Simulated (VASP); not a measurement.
A run of VASP 6.6.1 is set up as follows.

Contents of INCAR:

```
SYSTEM = ZrSe2
ALGO = Normal ; DIPOL = 0.5 0.5 0.285
EDIFF = 1E-6 ; ENCUT = 400
GGA = PE ; GGA_COMPAT = .FALSE.
IDIPOL = 3 ; ISIF = 2
ISMEAR = 0 ; IVDW = 12
LASPH = .TRUE. ; LCHARG = .FALSE.
LDIPOL = .TRUE. ; LREAL = .FALSE.
LWAVE = .FALSE. ; NBANDS = 19
NELM = 120 ; NELMDL = -8
PREC = Accurate ; SIGMA = 0.03
```

Contents of KPOINTS:

```
k-points
0
G
  12 12 1
  0 0 0
```

The input POSCAR:

```
ZrSe2
1.0
    3.7545335617      0.0000000000      0.0000000000
   -1.8772667809      3.2515214438      0.0000000000
    0.0000000000      0.0000000000     30.1200000017
Se Zr
2 1
Direct
    0.3333333333      0.6666666667      0.2319434122
    0.6666666667      0.3333333333      0.3377777033
    0.0000000000      0.0000000000      0.2848605578
```

Potentials or basis: VASP PAW PBE potentials, release 64 (Se, Zr_sv).

The run is started by

```console
$ cat potpaw_PBE.64/Se/POTCAR potpaw_PBE.64/Zr_sv/POTCAR > POTCAR
$ mpirun -np 1 vasp_std > vasp.out
```

Q: What does it give for the dispersion energy per atom?

A: -0.273 eV.

Q: Predict the band gap on the k mesh.

A: 0.38 eV, indirect (least direct gap 1.10 eV).

Q: Predict the largest force.

A: 0.019 eV/Å.

Forces in eV/Å, atoms in the order of the input:
```
Se   0.000  0.000 -0.019
Se   0.000  0.000  0.019
Zr   0.000  0.000  0.000
```
